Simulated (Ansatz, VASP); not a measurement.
# One calculation of Sb, two programs

```
Sb
1.0
     3.08753    0.00000    0.00000
     0.00000    3.08753    0.00000
     0.00000    0.00000    3.08753
Sb
1
Direct
  0.00000 0.00000 0.00000
```

Alike in both runs: functional r2SCAN; k mesh 14 × 14 × 14; occupations gaussian, width 0.1 eV; no spin polarisation.

Ansatz relaxed the structure, and its values are those at the end. VASP's run is a single point on that final structure, the one shown.

|  | VASP | Ansatz |
| --- | --- | --- |
| version | VASP 6.6.1 | Ansatz 0.2.0 |
| potentials or method | VASP PAW PBE potentials, release 64 (Sb), cutoff 520 eV | scalar-relativistic, plane waves, PAW |
| valence electrons in the cell | 5 | 15 |

|  | VASP | Ansatz | Ansatz less VASP |
| --- | --- | --- | --- |
| gap on the k mesh at the Fermi level (eV) | none | none | - |
| pressure (GPa) | 0.0 | 0.0 | -0.02 |

VASP's potentials were made for PBE, not for r2SCAN. A gap of «none» marks a metal or a gap that the smearing closes. VASP's potentials hold 5 valence electrons a cell and Ansatz's 15, so a difference there can come from the potentials and not from the codes.

Neither program's run includes spin-orbit coupling.
